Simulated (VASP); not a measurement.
# Ca (P6_3/mmc) in VASP: further runs

The runs below take Ca through single point, relaxation of volume and atoms at fixed shape, with r2SCAN.

All numbers are computed with VASP 6.6.1; they aren't measurements. Logs are shortened: lines on timing, memory, paths and dates and some standing lists are left out, and cuts for length are marked.

### Step 1. The cell of the first run

The structure is hexagonal, space group P6_3/mmc (No. 194). The conventional cell has a = 3.946 Å, b = 3.946 Å, c = 6.464 Å, α = 90.00°, β = 90.00°, γ = 120.00°. Within 5.2 Å of Ca (site symmetry -6m2) lie 12 Ca at 3.95 Å.

### Step 2. Single point, r2SCAN

POSCAR

```
Ca
1.0
    3.9456604875      0.0000000000      0.0000000000
   -1.9728302437      3.4170422169      0.0000000000
    0.0000000000      0.0000000000      6.4637453212
Ca
2
Direct
    0.3333333333      0.6666666667      0.2500000000
    0.6666666667      0.3333333333      0.7500000000
```

INCAR.step1

```
SYSTEM = Ca
PREC = Accurate
ENCUT = 520
ISMEAR = 1
SIGMA = 0.1
LREAL = .FALSE.
LASPH = .TRUE.
NELM = 60
NBANDS = 17
GGA = PE
ALGO = Normal
EDIFF = 1E-4
LWAVE = .TRUE.
LCHARG = .FALSE.
```

INCAR.step2

```
SYSTEM = Ca
PREC = Accurate
ENCUT = 520
EDIFF = 1E-6
ISMEAR = 1
SIGMA = 0.1
LREAL = .FALSE.
LASPH = .TRUE.
NELM = 60
ALGO = Normal
ISIF = 2
LWAVE = .FALSE.
LCHARG = .FALSE.
METAGGA = R2SCAN
LMIXTAU = .TRUE.
NBANDS = 17
ISTART = 1
```

KPOINTS

```
regular mesh
0
G
  7 7 4
  0 0 0
```

Potentials or basis: VASP PAW PBE potentials, release 64 (Ca_sv).

On the command line:

```bash
$ cat potpaw_PBE.64/Ca_sv/POTCAR > POTCAR
$ cp INCAR.step1 INCAR
$ mpirun -np 1 vasp_std > vasp.out
$ cp INCAR.step2 INCAR
$ mpirun -np 1 vasp_std > vasp.out
```

OUTCAR:

```text
SYSTEM = Ca
   PREC = Accurate
   ENCUT = 520
   EDIFF = 1E-6
   ISMEAR = 1
   LREAL = .FALSE.
   LASPH = .TRUE.
   NELM = 60
   ISIF = 2
   METAGGA = R2SCAN
   ISTART = 1

 ion  position               nearest neighbor table
   1  0.333  0.667  0.250-
   2  0.667  0.333  0.750-

  LATTYP: Found a hexagonal cell.
 ALAT       =     3.9456604875
 C/A-ratio  =     1.6381909548

  Lattice vectors:

 A1 = (   3.9456604875,   0.0000000000,   0.0000000000)
 A2 = (  -1.9728302437,   3.4170422169,   0.0000000000)
 A3 = (   0.0000000000,   0.0000000000,   6.4637453212)

Analysis of symmetry for initial positions (statically):
=====================================================================
 Subroutine PRICEL returns:
 Original cell was already a primitive cell.

 Routine SETGRP: Setting up the symmetry group for a
 hexagonal supercell.

 Subroutine GETGRP returns: Found 24 space group operations
 (whereof 12 operations were pure point group operations)
 out of a pool of 24 trial point group operations.

The static configuration has the point symmetry D_3d.
 The point group associated with its full space group is D_6h.

Analysis of symmetry for dynamics (positions and initial velocities):
=====================================================================
 Subroutine PRICEL returns:
 Original cell was already a primitive cell.

 Routine SETGRP: Setting up the symmetry group for a
 hexagonal supercell.

 Subroutine GETGRP returns: Found 24 space group operations
 (whereof 12 operations were pure point group operations)
 out of a pool of 24 trial point group operations.

The dynamic configuration has the point symmetry D_3d.
 The point group associated with its full space group is D_6h.

 Subroutine INISYM returns: Found 24 space group operations
 (whereof 12 operations are pure point group operations),
 and found     1 'primitive' translations

----------------------------------------------------------------------------------------

                                     Primitive cell

  volume of cell :      87.1474

  direct lattice vectors                    reciprocal lattice vectors
     3.945660488  0.000000000  0.000000000     0.253442992  0.146325380  0.000000000
    -1.972830244  3.417042217  0.000000000     0.000000000  0.292650759  0.000000000
     0.000000000  0.000000000  6.463745321     0.000000000  0.000000000  0.154709066

  length of vectors
     3.945660488  3.945660487  6.463745321     0.292650759  0.292650759  0.154709066

  position of ions in fractional coordinates (direct lattice)
     0.333333333  0.666666667  0.250000000
     0.666666667  0.333333333  0.750000000

  ion indices of the primitive-cell ions
   primitive index   ion index
                 1           1
                 2           2

----------------------------------------------------------------------------------------

 KPOINTS: regular mesh

Automatic generation of k-mesh.
 Grid dimensions read from file:
 generate k-points for:    7    7    4

 Generating k-lattice:

  Cartesian coordinates                     Fractional coordinates (reciprocal lattice)
     0.036206142  0.020903626  0.000000000     0.142857143  0.000000000  0.000000000
     0.000000000  0.041807251  0.000000000     0.000000000  0.142857143  0.000000000
     0.000000000  0.000000000  0.038677266     0.000000000  0.000000000  0.250000000

  Length of vectors
     0.041807251  0.041807251  0.038677266

  Shift w.r.t. Gamma in fractional coordinates (k-lattice)
     0.000000000  0.000000000  0.000000000

 Subroutine IBZKPT returns following result:
 ===========================================

 Found     24 irreducible k-points:

 Following reciprocal coordinates:
            Coordinates               Weight
  0.000000  0.000000  0.000000      1.000000
  0.142857  0.000000  0.000000      6.000000
  0.285714  0.000000  0.000000      6.000000
  0.428571 -0.000000  0.000000      6.000000
  0.142857  0.142857  0.000000      6.000000
  0.285714  0.142857  0.000000     12.000000
[... 16 lines left out ...]
  0.428571  0.142857  0.500000      6.000000
  0.285714  0.285714  0.500000      6.000000
   k-points           NKPTS =     24   k-points in BZ     NKDIM =     24   number of bands    NBANDS=     17
   number of dos      NEDOS =    301   number of ions     NIONS =      2
   total plane-waves  NPLWV =  43200
   dimension x,y,z NGX =    30 NGY =   30 NGZ =   48
   dimension x,y,z NGXF=    60 NGYF=   60 NGZF=   96
   ions per type =               2
   NGX,Y,Z   is equivalent  to a cutoff of  12.64, 12.64, 12.35 a.u.
   NGXF,Y,Z  is equivalent  to a cutoff of  25.28, 25.28, 24.69 a.u.
 SYSTEM =  Ca
   PREC   = accura    normal or accurate (medium, high low for compatibility)
   ISTART =      1    job   : 0-new  1-cont  2-samecut
   ICHARG =      0    charge: 1-file 2-atom 10-const
   ISPIN  =      1    spin polarized calculation?
   LNONCOLLINEAR =      F non collinear calculations
   LSORBIT =      F    spin-orbit coupling
   LASPH  =      T    aspherical Exc in radial PAW
   ENCUT  =  520.0 eV  38.22 Ry    6.18 a.u.   7.34  7.34 12.02*2*pi/ulx,y,z
   NELM   =     60;   NELMIN=  2; NELMDL=  0     # of ELM steps
   EDIFF  = 0.1E-05   stopping-criterion for ELM
   LREAL  =      F    real-space projection
   EDIFFG = 0.1E-04   stopping-criterion for IOM
   NSW    =      0    number of steps for IOM
   IBRION =     -1    ionic relax: 0-MD 1-quasi-New 2-CG
   NFREE  =      0    steps in history (QN), initial steepest desc. (CG)
   ISIF   =      2    stress and relaxation
   ISYM   =      2    0-nonsym 1-usesym 2-fastsym
   POTIM  = 0.5000    time-step for ionic-motion
   TEBEG  =    0.0;   TEEND  =   0.0 temperature during run
   PSTRESS=    0.0 pullay stress
   NELECT =      20.0000    total number of electrons
   NUPDOWN=      -1.0000    fix difference up-down
   EMIN   =  10.00;   EMAX   =-10.00  energy-range for DOS
   EFERMI =   0.00;   METHOD = LEGACY
   ISMEAR =     1;   SIGMA  =   0.10  broadening in eV -4-tet -1-fermi 0-gaus
   EFERMI_NEDOS =   21; number of points for ismear=-14 and -15
   IALGO  =     38    algorithm
   IMIX   =      4    mixing-type and parameters
     AMIX     =   0.40;   BMIX     =  1.00
     AMIX_MAG =   1.60;   BMIX_MAG =  1.00
  volume/ion in A,a.u.               =      43.57       294.05
  Fermi-wavevector in a.u.,A,eV,Ry     =   1.002305  1.894083 13.668632  1.004616
  Thomas-Fermi vector in A             =   2.134784
   LORBIT       =      0    0 simple, 1 ext, 2 COOP (PROOUT), +10 PAW based schemes
   METAGGA = R2SCAN    functional components
   LHFCALC =     F    Hartree Fock is set to
   AEXX    =    0.0000 exact exchange contribution
   IVDW    =     0    specifies the selected vdW correction
   LEPSILON=     F    determine dielectric tensor
   LRPA    =     F    only Hartree local field effects (RPA)
 non-spin polarized calculation
 Methfessel and Paxton  Order N= 1 SIGMA  =   0.10
  energy-cutoff  :      520.00
  volume of cell :       87.15
 maximum number of plane-waves:      2370
 NGX is ok and might be reduce to    30
   NGX = 15   NGY = 15   NGZ = 25

 number of electron      19.9999997 magnetization

 Free energy of the ion-electron system (eV)
  ---------------------------------------------------
  ext. energy  EPLUGINS =         0.00000000
  ---------------------------------------------------
  free energy    TOTEN  =       -14.05820108 eV

  energy without entropy =      -14.05627721  energy(sigma->0) =      -14.05755979

 E-fermi :   1.9705     XC(G=0):  -8.1190

 val. band max:        1.9394676540   @ k =   0.2857   0.0000   0.0000
 cond. band min:       1.9707894018   @ k =   0.4286  -0.0000   0.2500
 fundamental gap:      0.0313217478
 Fermi energy:         1.9704712921

 k-point     1 :       0.0000    0.0000    0.0000
  band No.  band energies     occupation
      1     -41.9819      2.00000
      2     -41.9696      2.00000
      3     -22.1354      2.00000
      4     -22.0335      2.00000
      5     -22.0335      2.00000
      6     -22.0159      2.00000
[... 9 lines left out ...]
     16       4.8296      0.00000
     17       5.2410      0.00000

 k-point     2 :       0.1429    0.0000    0.0000
  band No.  band energies     occupation
      1     -41.9797      2.00000
      2     -41.9685      2.00000
      3     -22.1271      2.00000
      4     -22.0523      2.00000
      5     -22.0394      2.00000
      6     -22.0352      2.00000
[... 9 lines left out ...]
     16       4.8884      0.00000
     17       5.0367      0.00000

 k-point     3 :       0.2857    0.0000    0.0000
  band No.  band energies     occupation
      1     -41.9747      2.00000
      2     -41.9664      2.00000
      3     -22.1057      2.00000
      4     -22.0951      2.00000
      5     -22.0774      2.00000
      6     -22.0520      2.00000
[... 9 lines left out ...]
     16       5.2963      0.00000
     17       5.3698      0.00000

 k-point     4 :       0.4286   -0.0000    0.0000
  band No.  band energies     occupation
      1     -41.9701      2.00000
      2     -41.9653      2.00000
      3     -22.1298      2.00000
      4     -22.1102      2.00000
      5     -22.0825      2.00000
      6     -22.0618      2.00000
[... 9 lines left out ...]
     16       5.9810      0.00000
     17       6.1936      0.00000
[... 343 lines left out ...]
      1     -41.9684      2.00000
      2     -41.9684      2.00000
      3     -22.1204      2.00000
      4     -22.1204      2.00000
      5     -22.0594      2.00000
      6     -22.0594      2.00000
[... 9 lines left out ...]
     16       4.9408      0.00000
     17       5.9760      0.00000

 k-point    23 :       0.4286    0.1429    0.5000
  band No.  band energies     occupation
      1     -41.9669      2.00000
      2     -41.9669      2.00000
      3     -22.1334      2.00000
      4     -22.1334      2.00000
      5     -22.0659      2.00000
      6     -22.0659      2.00000
[... 9 lines left out ...]
     16       4.9844      0.00000
     17       6.1679      0.00000

 k-point    24 :       0.2857    0.2857    0.5000
  band No.  band energies     occupation
      1     -41.9666      2.00000
      2     -41.9666      2.00000
      3     -22.1211      2.00000
      4     -22.1211      2.00000
      5     -22.0851      2.00000
      6     -22.0851      2.00000
[... 9 lines left out ...]
     16       4.9336      0.00000
     17       6.1205      0.00000

------------------------ aborting loop because EDIFF is reached ----------------------------------------

  FORCE on cell =-STRESS in cart. coord.  units (eV):
  Direction    XX          YY          ZZ          XY          YZ          ZX
  --------------------------------------------------------------------------------------
  -------------------------------------------------------------------------------------
  Total       -0.0864524     -0.0864524      0.3241366     -0.0000000     -0.0000000     -0.0000000
  in kB       -1.5894002     -1.5894002      5.9591513     -0.0000000     -0.0000000     -0.0000000
  external PRESSURE =       0.9267836 kB  Pullay stress =       0.0000000 kB

 VOLUME and BASIS-vectors are now :
 -----------------------------------------------------------------------------
  energy-cutoff  :      520.00
  volume of cell :       87.15
      direct lattice vectors                 reciprocal lattice vectors
     3.945660488  0.000000000  0.000000000     0.253442992  0.146325380  0.000000000
    -1.972830244  3.417042217  0.000000000     0.000000000  0.292650759  0.000000000
     0.000000000  0.000000000  6.463745321     0.000000000  0.000000000  0.154709066

 POSITION                                       TOTAL-FORCE (eV/Angst)
 -----------------------------------------------------------------------------------
     -0.00000      2.27803      1.61594         0.000000     -0.000000      0.000000
      1.97283      1.13901      4.84781        -0.000000      0.000000      0.000000
 -----------------------------------------------------------------------------------
    total drift:                               -0.000000      0.000000     -0.000000

  FREE ENERGIE OF THE ION-ELECTRON SYSTEM (eV)
  ---------------------------------------------------
  free  energy   TOTEN  =       -14.0582010812 eV

  energy  without entropy=      -14.0562772052  energy(sigma->0) =      -14.05755979
```

Run time: 1.9 min. Hardware: 1 thread of Intel Xeon Platinum 8559C (Emerald Rapids), shared host; peak memory 0.21 GiB.

What came out:

```
Free energy            : -14.0582 eV
Pressure               : 0.1 GPa
Band gap on the k mesh : zero (band 10 reaches 2.11 eV, above the bottom of band 11 at 1.55 eV)
```

Caveat: the PAW data sets were made with another functional, which shifts forces and pressure a little.

### Step 3. Relaxation of volume and atoms at fixed shape, r2SCAN

This run uses another cell than the first one, of 44.72 Å³/atom, 1.026 times its volume.

POSCAR

```
Ca
1.0
    3.9800000000      0.0000000000      0.0000000000
   -1.9900000000      3.4467811071      0.0000000000
    0.0000000000      0.0000000000      6.5200000000
Ca
2
Direct
    0.3333330000      0.6666670000      0.2500000000
    0.6666670000      0.3333330000      0.7500000000
```

INCAR.step1

```
PREC     = Accurate       # precision mode
ENCUT    = 600            # plane-wave cutoff, eV
ISMEAR   = 1              # smearing method
SIGMA    = 0.1            # smearing width, eV
LREAL    = F              # projectors in reciprocal space
LASPH    = T              # aspherical terms in the spheres
NELM     = 60             # most SCF steps
GGA      = PE             # functional
ALGO     = Normal         # electronic algorithm
EDIFF    = 1E-4           # SCF threshold, eV
LWAVE    = T              # write WAVECAR
LCHARG   = F              # write CHGCAR
```

INCAR.step2

```
PREC     = Accurate       # precision mode
ENCUT    = 600            # plane-wave cutoff, eV
EDIFF    = 1E-6           # SCF threshold, eV
ISMEAR   = 1              # smearing method
SIGMA    = 0.1            # smearing width, eV
LREAL    = F              # projectors in reciprocal space
LASPH    = T              # aspherical terms in the spheres
NELM     = 60             # most SCF steps
ALGO     = Normal         # electronic algorithm
ISIF     = 8              # what is computed and relaxed
LWAVE    = F              # write WAVECAR
LCHARG   = F              # write CHGCAR
METAGGA  = R2SCAN         # meta-GGA
LMIXTAU  = T            
IBRION   = 2              # ionic algorithm
NSW      = 80             # ionic steps
EDIFFG   = -0.01          # ionic threshold
ISTART   = 1
```

KPOINTS

```
regular mesh
0
Gamma
  7 7 4
```

Potentials or basis: VASP PAW PBE potentials, release 64 (Ca_sv).

On the command line:

```bash
$ cat potpaw_PBE.64/Ca_sv/POTCAR > POTCAR
$ cp INCAR.step1 INCAR
$ mpirun -np 1 vasp_std > vasp.out
$ cp INCAR.step2 INCAR
$ mpirun -np 1 vasp_std > vasp.out
```

It took 3.6 min on 1 thread of Intel Xeon Platinum 8559C (Emerald Rapids), shared host; peak memory 0.26 GiB.

Results (log left out):

```
Free energy                            : -14.0618 eV
Relaxed volume                         : 43.78 Å³/atom
Relaxed cell                           : a = 3.952 Å, b = 3.952 Å, c = 6.474 Å, α = 90.00°, β = 90.00°, γ = 120.00°
Space group after relaxing (to 0.05 Å) : P6_3/mmc (No. 194)
Energy gained by relaxing              : 1.0 meV/atom
Ionic steps                            : 3
Pressure after relaxing                : 0.0 GPa
Band gap on the k mesh                 : zero (band 10 reaches 2.09 eV, above the bottom of band 11 at 1.52 eV)
```

Stress tensor (GPa, compression positive):
```
-0.24  0.00  0.00
 0.00 -0.24  0.00
 0.00  0.00  0.51
```

Step by step:
```csv
step,energy change (eV),largest force (eV/Å),pressure (GPa),volume (Å³)
1,0.0000,0.0000,-0.37,89.44
2,-0.0019,0.0000,-0.11,88.12
3,-0.0020,0.0000,0.01,87.57
```

Final structure:
```xyz
2
Lattice="3.9520 0.0000 0.0000 -1.9760 3.4225 0.0000 0.0000 0.0000 6.4741" Properties=species:S:1:pos:R:3 pbc="T T T"
Ca    0.0000    2.2817    1.6185
Ca    1.9760    1.1408    4.8556
```

Levels at points of the mesh, in eV from the Fermi level:
```csv
k point,band 7,band 8,band 9,band 10,band 11,band 12,band 13,band 14
"(0.00, 0.00, 0.00)",-24.00,-23.99,-4.33,-1.05,-0.43,2.52,2.53,2.53
"(0.00, 0.00, 0.50)",-24.00,-24.00,-3.28,-3.28,1.53,1.53,2.52,2.52
```

Caveat: the PAW data sets were made with another functional, which shifts forces and pressure a little.
